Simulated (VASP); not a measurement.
The system is Ir.

```
Ir
1.0
     0.00000    1.93533    1.93533
     1.93533    0.00000    1.93533
     1.93533    1.93533    0.00000
Ir
1
Direct
  0.00000 0.00000 0.00000
```

* Program: VASP 6.6.1
* Task: relaxation of cell and atoms
* Functional: PBE
* Dispersion: D3(BJ)
* Potentials or basis: VASP PAW PBE potentials, release 64 (Ir)
* Cutoff: 600 eV
* k mesh: 18 × 18 × 18
* Occupations: gaussian, width 0.1 eV
* Spin: no spin polarisation

At the start: pressure -7.7 GPa; volume 14.50 Å³/atom.

Problem. Where does the relaxation end?

Solution. Over 4 steps the energy falls by 7.6 meV/atom and the volume is 14.19 Å³/atom (-2.1 %); space group Fm-3m (No. 225, to 0.05 Å).

The path:
```tsv
step	energy change (eV)	largest force (eV/Å)	pressure (GPa)	volume (Å³)
1	0.0000	0.0000	-7.69	14.50
2	0.1105	0.0000	37.35	13.09
3	-0.0076	0.0000	-0.24	14.20
4	-0.0076	0.0000	-0.02	14.19
```

Final structure:
```
Ir
1.0
     0.00000    1.92153    1.92153
     1.92153    0.00000    1.92153
     1.92153    1.92153    0.00000
Ir
1
Direct
  0.00000 0.00000 0.00000
```

Caveat: pairwise dispersion overbinds metals, which lowers pressure and volume.
